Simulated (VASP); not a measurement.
# AlN (Pm-3m) in VASP: settings compared

The runs below take AlN through single point, with PBEsol+D3(BJ), PBEsol.

All numbers are computed with VASP 6.6.1; they aren't measurements. Logs are shortened: lines on timing, memory, paths and dates and some standing lists are left out, and cuts for length are marked.

## 1. The cell of the first run

It takes space group Pm-3m (No. 221, cubic). Conventional cell: a = 2.585 Å, b = 2.585 Å, c = 2.585 Å, α = 90.00°, β = 90.00°, γ = 90.00°. Within 3.0 Å of Al (site symmetry m-3m) lie 8 N at 2.24 Å and 6 Al at 2.59 Å. N (site symmetry m-3m) has 8 Al at 2.24 Å and 6 N at 2.59 Å within 3.0 Å.

## 2. Single point, PBEsol+D3(BJ)

File INCAR:

```
SYSTEM = AlN
  ALGO = Normal
  EDIFF = 1E-6
  ENCUT = 600
  GGA = PS
  GGA_COMPAT = .False.
  ISIF = 2
  ISMEAR = -1
  IVDW = 12
  LASPH = .True.
  LCHARG = .False.
  LREAL = .False.
  LWAVE = .False.
  NBANDS = 11
  NELM = 120
  PREC = Accurate
  SIGMA = 0.02
```

File KPOINTS:

```
k-points
0
Gamma
  6 6 6
  0 0 0
```

File POSCAR:

```
AlN
1.0
    2.5854596279      0.0000000000      0.0000000000
    0.0000000000      2.5854596279      0.0000000000
    0.0000000000      0.0000000000      2.5854596279
Al N
1 1
Direct
    0.0000000000      0.0000000000      0.0000000000
    0.5000000000      0.5000000000      0.5000000000
```

Potentials or basis: VASP PAW PBE potentials, release 64 (Al, N).

On the command line:

```bash
$ cat potpaw_PBE.64/Al/POTCAR potpaw_PBE.64/N/POTCAR > POTCAR
$ mpirun -np 1 vasp_std > vasp.out
```

OUTCAR:

```text
SYSTEM = AlN
   EDIFF = 1E-6
   ENCUT = 600
   GGA = PS
   ISIF = 2
   ISMEAR = -1
   IVDW = 12
   LASPH = .True.
   LREAL = .False.
   NELM = 120
   PREC = Accurate
 IVDW          = 12

 ion  position               nearest neighbor table
   1  0.000  0.000  0.000-   2 2.24   2 2.24   2 2.24   2 2.24   2 2.24   2 2.24   2 2.24   2 2.24

   2  0.500  0.500  0.500-   1 2.24   1 2.24   1 2.24   1 2.24   1 2.24   1 2.24   1 2.24   1 2.24

  LATTYP: Found a simple cubic cell.
 ALAT       =     2.5854596279

  Lattice vectors:

 A1 = (   2.5854596279,   0.0000000000,   0.0000000000)
 A2 = (   0.0000000000,   2.5854596279,   0.0000000000)
 A3 = (   0.0000000000,   0.0000000000,   2.5854596279)

Analysis of symmetry for initial positions (statically):
=====================================================================
 Subroutine PRICEL returns:
 Original cell was already a primitive cell.

 Routine SETGRP: Setting up the symmetry group for a
 simple cubic supercell.

 Subroutine GETGRP returns: Found 48 space group operations
 (whereof 48 operations were pure point group operations)
 out of a pool of 48 trial point group operations.

The static configuration has the point symmetry O_h .

Analysis of symmetry for dynamics (positions and initial velocities):
=====================================================================
 Subroutine PRICEL returns:
 Original cell was already a primitive cell.

 Routine SETGRP: Setting up the symmetry group for a
 simple cubic supercell.

 Subroutine GETGRP returns: Found 48 space group operations
 (whereof 48 operations were pure point group operations)
 out of a pool of 48 trial point group operations.

The dynamic configuration has the point symmetry O_h .

 Subroutine INISYM returns: Found 48 space group operations
 (whereof 48 operations are pure point group operations),
 and found     1 'primitive' translations

----------------------------------------------------------------------------------------

                                     Primitive cell

  volume of cell :      17.2828

  direct lattice vectors                    reciprocal lattice vectors
     2.585459628  0.000000000  0.000000000     0.386778424  0.000000000  0.000000000
     0.000000000  2.585459628  0.000000000     0.000000000  0.386778424  0.000000000
     0.000000000  0.000000000  2.585459628     0.000000000  0.000000000  0.386778424

  length of vectors
     2.585459628  2.585459628  2.585459628     0.386778424  0.386778424  0.386778424

  position of ions in fractional coordinates (direct lattice)
     0.000000000  0.000000000  0.000000000
     0.500000000  0.500000000  0.500000000

  ion indices of the primitive-cell ions
   primitive index   ion index
                 1           1
                 2           2

----------------------------------------------------------------------------------------

 KPOINTS: k-points

Automatic generation of k-mesh.
 Grid dimensions read from file:
 generate k-points for:    6    6    6

 Generating k-lattice:

  Cartesian coordinates                     Fractional coordinates (reciprocal lattice)
     0.064463071  0.000000000  0.000000000     0.166666667  0.000000000  0.000000000
     0.000000000  0.064463071  0.000000000     0.000000000  0.166666667  0.000000000
     0.000000000  0.000000000  0.064463071     0.000000000  0.000000000  0.166666667

  Length of vectors
     0.064463071  0.064463071  0.064463071

  Shift w.r.t. Gamma in fractional coordinates (k-lattice)
     0.000000000  0.000000000  0.000000000

 Subroutine IBZKPT returns following result:
 ===========================================

 Found     20 irreducible k-points:

 Following reciprocal coordinates:
            Coordinates               Weight
  0.000000  0.000000  0.000000      1.000000
  0.166667  0.000000  0.000000      6.000000
  0.333333  0.000000  0.000000      6.000000
  0.500000  0.000000  0.000000      3.000000
  0.166667  0.166667  0.000000     12.000000
  0.333333  0.166667  0.000000     24.000000
[... 12 lines left out ...]
  0.500000  0.500000  0.333333      6.000000
  0.500000  0.500000  0.500000      1.000000
   k-points           NKPTS =     20   k-points in BZ     NKDIM =     20   number of bands    NBANDS=     11
   number of dos      NEDOS =    301   number of ions     NIONS =      2
   total plane-waves  NPLWV =  13824
   dimension x,y,z NGX =    24 NGY =   24 NGZ =   24
   dimension x,y,z NGXF=    48 NGYF=   48 NGZF=   48
   ions per type =               1   1
   NGX,Y,Z   is equivalent  to a cutoff of  15.43, 15.43, 15.43 a.u.
   NGXF,Y,Z  is equivalent  to a cutoff of  30.86, 30.86, 30.86 a.u.
 SYSTEM =  AlN
   PREC   = accura    normal or accurate (medium, high low for compatibility)
   ISTART =      0    job   : 0-new  1-cont  2-samecut
   ICHARG =      2    charge: 1-file 2-atom 10-const
   ISPIN  =      1    spin polarized calculation?
   LNONCOLLINEAR =      F non collinear calculations
   LSORBIT =      F    spin-orbit coupling
   LASPH  =      T    aspherical Exc in radial PAW
   ENCUT  =  600.0 eV  44.10 Ry    6.64 a.u.   5.16  5.16  5.16*2*pi/ulx,y,z
   NELM   =    120;   NELMIN=  2; NELMDL= -5     # of ELM steps
   EDIFF  = 0.1E-05   stopping-criterion for ELM
   LREAL  =      F    real-space projection
   EDIFFG = 0.1E-04   stopping-criterion for IOM
   NSW    =      0    number of steps for IOM
   IBRION =     -1    ionic relax: 0-MD 1-quasi-New 2-CG
   NFREE  =      0    steps in history (QN), initial steepest desc. (CG)
   ISIF   =      2    stress and relaxation
   ISYM   =      2    0-nonsym 1-usesym 2-fastsym
   POTIM  = 0.5000    time-step for ionic-motion
   TEBEG  =    0.0;   TEEND  =   0.0 temperature during run
   PSTRESS=    0.0 pullay stress
   NELECT =       8.0000    total number of electrons
   NUPDOWN=      -1.0000    fix difference up-down
   EMIN   =  10.00;   EMAX   =-10.00  energy-range for DOS
   EFERMI =   0.00;   METHOD = LEGACY
   ISMEAR =    -1;   SIGMA  =   0.02  broadening in eV -4-tet -1-fermi 0-gaus
   EFERMI_NEDOS =   21; number of points for ismear=-14 and -15
   IALGO  =     38    algorithm
   IMIX   =      4    mixing-type and parameters
     AMIX     =   0.40;   BMIX     =  1.00
     AMIX_MAG =   1.60;   BMIX_MAG =  1.00
  volume/ion in A,a.u.               =       8.64        58.31
  Fermi-wavevector in a.u.,A,eV,Ry     =   1.266389  2.393128 21.820216  1.603741
  Thomas-Fermi vector in A             =   2.399592
   LORBIT       =      0    0 simple, 1 ext, 2 COOP (PROOUT), +10 PAW based schemes
   GGA     = PS    functional components
   LHFCALC =     F    Hartree Fock is set to
   AEXX    =    0.0000 exact exchange contribution
   IVDW    =    12    specifies the selected vdW correction
   LEPSILON=     F    determine dielectric tensor
   LRPA    =     F    only Hartree local field effects (RPA)
 non-spin polarized calculation
  energy-cutoff  :      600.00
  volume of cell :       17.28
 maximum number of plane-waves:       588
 NGX is ok and might be reduce to    24
   NGX = 11   NGY = 11   NGZ = 11

 number of electron       8.0000001 magnetization

 Free energy of the ion-electron system (eV)
  ---------------------------------------------------
  ext. energy  EPLUGINS =         0.00000000
  ---------------------------------------------------
  free energy    TOTEN  =       -12.33462084 eV

  energy without entropy =      -12.33274583  energy(sigma->0) =      -12.33368333

 E-fermi :  11.3943     XC(G=0): -12.3609

 val. band max:       11.0937919544   @ k =   0.3333   0.3333   0.0000
 cond. band min:      11.3980721461   @ k =   0.5000   0.3333   0.0000
 fundamental gap:      0.3042801917
 Fermi energy:        11.3943360749

 k-point     1 :       0.0000    0.0000    0.0000
  band No.  band energies     occupation
      1      -7.4305      2.00000
      2       9.5432      2.00000
      3       9.5432      2.00000
      4       9.5432      2.00000
      5      12.2373      0.00000
      6      17.2432      0.00000
      7      17.2432      0.00000
      8      27.0760      0.00000
      9      27.0760      0.00000
     10      27.0760      0.00000
     11      34.2028      0.00000

 k-point     2 :       0.1667    0.0000    0.0000
  band No.  band energies     occupation
      1      -6.9583      2.00000
      2       6.4755      2.00000
      3       9.7811      2.00000
      4       9.7811      2.00000
      5      13.5512      0.00000
      6      17.8163      0.00000
      7      18.9530      0.00000
      8      26.1068      0.00000
      9      26.1068      0.00000
     10      27.3985      0.00000
     11      32.9142      0.00000

 k-point     3 :       0.3333    0.0000    0.0000
  band No.  band energies     occupation
      1      -5.6932      2.00000
      2       2.6198      2.00000
      3      10.3155      2.00000
      4      10.3155      2.00000
      5      14.9438      0.00000
      6      19.4408      0.00000
      7      19.5333      0.00000
      8      24.0915      0.00000
      9      24.0915      0.00000
     10      28.0316      0.00000
     11      30.7081      0.00000

 k-point     4 :       0.5000    0.0000    0.0000
  band No.  band energies     occupation
      1      -4.6799      2.00000
      2       0.6827      2.00000
      3      10.6209      2.00000
      4      10.6209      2.00000
      5      15.9005      0.00000
      6      18.7571      0.00000
      7      20.9961      0.00000
      8      23.1047      0.00000
      9      23.1047      0.00000
     10      25.2503      0.00000
     11      32.0024      0.00000
[... 183 lines left out ...]
 k-point    18 :       0.5000    0.3333    0.3333
  band No.  band energies     occupation
      1      -1.9316      2.00000
      2       4.2466      2.00000
      3       6.3750      2.00000
      4       6.8883      2.00000
      5      13.2045      0.00000
      6      13.5068      0.00000
      7      15.7652      0.00000
      8      22.4868      0.00000
      9      27.5186      0.00000
     10      28.9889      0.00000
     11      29.2985      0.00000

 k-point    19 :       0.5000    0.5000    0.3333
  band No.  band energies     occupation
      1      -1.2566      2.00000
      2       5.1802      2.00000
      3       5.1802      2.00000
      4       7.3531      2.00000
      5      11.4399      0.18623
      6      14.2637      0.00000
      7      14.2637      0.00000
      8      20.8240      0.00000
      9      28.4102      0.00000
     10      29.4821      0.00000
     11      29.4821      0.00000

 k-point    20 :       0.5000    0.5000    0.5000
  band No.  band energies     occupation
      1      -0.6322      2.00000
      2       6.0117      2.00000
      3       6.0117      2.00000
      4       6.0117      2.00000
      5      12.4752      0.00000
      6      12.4752      0.00000
      7      12.4752      0.00000
      8      18.8930      0.00000
      9      29.8614      0.00000
     10      29.8614      0.00000
     11      29.8614      0.00000

------------------------ aborting loop because EDIFF is reached ----------------------------------------

 Edisp (eV)   -0.54703

 E8    (eV) :    -0.3372

  FORCE on cell =-STRESS in cart. coord.  units (eV):
  Direction    XX          YY          ZZ          XY          YZ          ZX
  --------------------------------------------------------------------------------------
  -------------------------------------------------------------------------------------
  Total      -0.46176    -0.46176    -0.46176     0.00000    -0.00000     0.00000
  in kB     -42.80730   -42.80730   -42.80730     0.00000    -0.00000     0.00000
  external pressure =      -42.81 kB  Pullay stress =        0.00 kB

 VOLUME and BASIS-vectors are now :
 -----------------------------------------------------------------------------
  energy-cutoff  :      600.00
  volume of cell :       17.28
      direct lattice vectors                 reciprocal lattice vectors
     2.585459628  0.000000000  0.000000000     0.386778424  0.000000000  0.000000000
     0.000000000  2.585459628  0.000000000     0.000000000  0.386778424  0.000000000
     0.000000000  0.000000000  2.585459628     0.000000000  0.000000000  0.386778424

 POSITION                                       TOTAL-FORCE (eV/Angst)
 -----------------------------------------------------------------------------------
      0.00000      0.00000      0.00000         0.000000      0.000000      0.000000
      1.29273      1.29273      1.29273         0.000000      0.000000      0.000000
 -----------------------------------------------------------------------------------
    total drift:                                0.000000     -0.000000     -0.000000

  FREE ENERGIE OF THE ION-ELECTRON SYSTEM (eV)
  ---------------------------------------------------
  free  energy   TOTEN  =       -12.8816553141 eV

  energy  without entropy=      -12.8797803098  energy(sigma->0) =      -12.88071781
```

Run time: 10 s. Hardware: 1 thread of Intel Xeon 8259CL, shared host; peak memory 0.14 GiB.

What came out:

* Free energy: -12.8817 eV
* Pressure: -4.3 GPa
* Band gap on the k mesh: zero (bands 4 and 5 overlap by 1.32 eV)
* Dispersion energy per atom: -0.274 eV

Caveat: the k points lie up to 0.41 Å⁻¹ apart, too coarse for converged energies and pressures of a metal; the PAW data sets were made with another functional, which shifts forces and pressure a little.

## 3. Single point, PBEsol

File INCAR:

```
  ALGO = Normal
  EDIFF = 1E-6
  ENCUT = 600
  GGA = PS
  GGA_COMPAT = False
  ISIF = 2
  ISMEAR = 1
  LASPH = True
  LCHARG = True
  LELF = True
  LREAL = False
  LVHAR = True
  LWAVE = False
  NBANDS = 11
  NELM = 120
  PREC = Accurate
  SIGMA = 0.001
```

File KPOINTS:

```
k-points
0
Gamma
  6 6 6
```

POSCAR is that of step 2.

Potentials or basis: VASP PAW PBE potentials, release 64 (Al, N).

On the command line:

```bash
$ cat potpaw_PBE.64/Al/POTCAR potpaw_PBE.64/N/POTCAR > POTCAR
$ mpirun -np 1 vasp_std > vasp.out
```

It took 9.8 s on 1 thread of Intel Xeon 8259CL, shared host; peak memory 0.13 GiB.

Results (log left out):

```yaml
Free_energy: -12.3329 eV
Pressure: 0.8 GPa
Band_gap_on_the_k_mesh: zero (bands 4 and 5 overlap by 1.33 eV)
```

Levels at points of the mesh, in eV from the Fermi level:
```csv
k point,band 2,band 3,band 4,band 5,band 6,band 7
"(0.00, 0.00, 0.00)",-1.86,-1.86,-1.86,0.83,5.83,5.83
"(0.50, 0.00, 0.00)",-10.72,-0.78,-0.78,4.49,7.35,9.58
"(0.50, 0.50, 0.00)",-7.77,-7.77,-1.87,0.30,9.43,9.43
"(0.50, 0.50, 0.50)",-5.39,-5.39,-5.39,1.06,1.06,1.06
```

Caveat: the k points lie up to 0.41 Å⁻¹ apart, too coarse for converged energies and pressures of a metal; the PAW data sets were made with another functional, which shifts forces and pressure a little.

## 4. Single point, PBEsol

File INCAR:

```
PREC = Accurate
ENCUT = 600
EDIFF = 1E-6
ISMEAR = 1
SIGMA = 0.05
LREAL = False
LASPH = True
NELM = 120
ALGO = Normal
ISIF = 2
LWAVE = False
LCHARG = True
GGA = PS
LELF = True
LVHAR = True
NBANDS = 11
GGA_COMPAT = False
```

File KPOINTS:

```
Automatic mesh
0
Gamma
  6 6 6
```

POSCAR is that of step 3.

On the command line:

```bash
$ cat potpaw_PBE.64/Al/POTCAR potpaw_PBE.64/N/POTCAR > POTCAR
$ mpirun -np 1 vasp_std > vasp.out
```

It took 9.9 s on 1 thread of Intel Xeon 8259CL, shared host; peak memory 0.13 GiB.

Results (log left out):

* Free energy: -12.3336 eV
* Pressure: 0.9 GPa
* Band gap on the k mesh: zero (bands 4 and 5 overlap by 1.32 eV)

Levels at points of the mesh, in eV from the Fermi level:
```csv
k point,band 1,band 2,band 3,band 4,band 5,band 6,band 7,band 8
"(0.00, 0.00, 0.00)",-18.83,-1.86,-1.86,-1.86,0.84,5.84,5.84,15.67
"(0.50, 0.00, 0.00)",-16.08,-10.72,-0.78,-0.78,4.50,7.36,9.59,11.70
"(0.50, 0.50, 0.00)",-13.92,-7.77,-7.77,-1.86,0.30,9.43,9.43,11.88
"(0.50, 0.50, 0.50)",-12.03,-5.39,-5.39,-5.39,1.07,1.07,1.07,7.49
```

Caveat: the k points lie up to 0.41 Å⁻¹ apart, too coarse for converged energies and pressures of a metal; the PAW data sets were made with another functional, which shifts forces and pressure a little.

## 5. The runs side by side

| level | smearing | gap on the mesh (eV) | pressure (GPa) |
| --- | --- | --- | --- |
| PBEsol+D3(BJ) | fermi-dirac 0.02 eV | none | -4.3 |
| PBEsol | methfessel-paxton 0.001 eV | none | 0.8 |
| PBEsol | methfessel-paxton 0.05 eV | none | 0.9 |

Alike in all rows: task single point; potentials or basis VASP PAW PBE potentials, release 64 (Al, N); no spin polarisation; cell as given; k mesh 6 × 6 × 6; cutoff (eV) 600.

Caveats: all runs use coarse meshes; the PAW data sets were made with another functional, which shifts forces and pressure a little.

Absolute energies hang on the potentials; compare differences alone.
